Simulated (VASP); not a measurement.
AlN: electric field gradients with PBE

Crystal: AlN.

```
Al N
1.0
     3.12134    0.00000    0.00000
    -1.56067    2.70316    0.00000
     0.00000    0.00000    4.99454
Al N
2 2
Cartesian
  0.0000 1.8021 0.0000
  1.5607 0.9011 2.4973
  0.0000 1.8021 1.9229
  1.5607 0.9011 4.4202
```

This cell differs from its parent crystal: volume scaled by 1.01.

```json
{"Program": "VASP 6.6.1", "Task": "electric field gradients", "Functional": "PBE", "Potentials or basis": "VASP PAW PBE potentials, release 64 (Al, N)", "Cutoff": "520 eV", "k mesh": "11 × 11 × 6", "Occupations": "fermi-dirac, width 0.02 eV", "Spin": "no spin polarisation", "Dipole correction": "no", "Further INCAR settings": "ALGO = Normal; EDIFF = 1e-08; NBANDS = 16"}
```

```json
{
 "Pressure": "1.7 GPa",
 "Largest force": "0.181 eV/Å",
 "Band gap on the k mesh": "4.08 eV, direct"
}
```

Forces on the atoms (eV/Å):
```
Al   0.000  0.000  0.181
Al   0.000  0.000  0.181
N    0.000  0.000 -0.181
N    0.000  0.000 -0.181
```

Stress tensor (GPa, compression positive):
```
2.25 0.00 0.00
0.00 2.25 0.00
0.00 0.00 0.70
```

Levels at points of the mesh, in eV from the valence-band top:
```
           k point  band 4  band 5  band 6  band 7  band 8  band 9  band 10  band 11  band 12  band 13
(0.00, 0.00, 0.00)   -0.94   -0.94   -0.29   -0.29    0.00    4.08     6.53    10.53    11.02    11.02
(0.00, 0.00, 0.50)   -3.34   -0.63   -0.63   -0.63   -0.63    6.35     6.35    10.20    10.20    11.34
```

Electric field gradients, principal values (V/Å²):
```
atom   least  middle  greatest (by size)
1 Al  -4.241  -4.241               8.483
2 Al  -4.241  -4.241               8.483
 3 N  -0.267  -0.268               0.535
 4 N  -0.267  -0.268               0.535
```

Run time: 15 s on 1 thread of Intel(R) Xeon(R) 6975P-C (Granite Rapids), with other jobs on the host, peak memory 0.17 GiB.

Caveat: without QUAD_EFG the Cq values of the log hold for a quadrupole moment of 1 mb, not for the nuclei. A k mesh can miss the band edges.
